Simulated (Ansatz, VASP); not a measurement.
# One calculation of NaCl, two programs

INCAR

```
  PREC = Accurate
  ENCUT = 520
  EDIFF = 1E-6
  ISMEAR = 0
  SIGMA = 0.05
  LREAL = F
  LASPH = T
  NELM = 60
  ALGO = Normal
  ISIF = 2
  LWAVE = F
  LCHARG = F
  GGA = PS
  NBANDS = 14
```

KPOINTS

```
regular mesh
0
Gamma
  8 8 8
```

POSCAR

```
NaCl
1.0
    0.0000000000      2.8317500000      2.8317500000
    2.8317500000      0.0000000000      2.8317500000
    2.8317500000      2.8317500000      0.0000000000
Na Cl
1 1
Direct
    0.0000000000      0.0000000000      0.0000000000
    0.4843933349      0.5156066651      0.5000000000
```

Input for Ansatz:

```yaml
crystal:
  lattice:
    - [0.0, 2.83175, 2.83175]
    - [2.83175, 0.0, 2.83175]
    - [2.83175, 2.83175, 0.0]
  atoms:
    - { symbol: Na, position: [0.0, 0.0, 0.0] }
    - { symbol: Cl, position: [0.4843933349, 0.5156066651, 0.5] }
basis:
  ecutwfc: 420
kpoints:
  mp_grid: { grid: [8, 8, 8] }
hamiltonian:
  xc: pbesol
scf:
  occupations: { method: gaussian, width: 0.05 }
output:
  forces: true
  stress: true
  eigenvalues: true
```

Change from the starting cell: all Cl atoms moved +0.062 Å, as atom 2 along Cartesian [1 -1 0].

Alike in both runs: task single point; functional PBEsol; k mesh 8 × 8 × 8; occupations gaussian, width 0.05 eV; no spin polarisation.

|  | VASP | Ansatz |
| --- | --- | --- |
| version | VASP 6.6.1 | Ansatz 0.2.0 |
| potentials or method | VASP PAW PBE potentials, release 64 (Na_pv, Cl), cutoff 520 eV | scalar-relativistic, plane waves, PAW |
| valence electrons in the cell | 14 | 16 |

Ansatz gave:

```
gap on the k mesh at the Fermi level (eV) : 4.89
least direct gap on the mesh (eV)         : 4.89
pressure (GPa)                            : -0.7
rms of the force components (eV/Å)        : 0.043
```

**Question.** Estimate VASP's values.

**Answer.** gap on the k mesh at the Fermi level (eV): 4.89; least direct gap on the mesh (eV): 4.89; pressure (GPa): -0.7; rms of the force components (eV/Å): 0.044.

VASP's potentials were made for PBE, not for PBEsol. Atom by atom the forces differ by 0.001 eV/Å (rms over components). The functional is the same, so the differences come from potentials, cutoffs and numerics. VASP's potentials hold 14 valence electrons a cell and Ansatz's 16, so a difference there can come from the potentials and not from the codes.
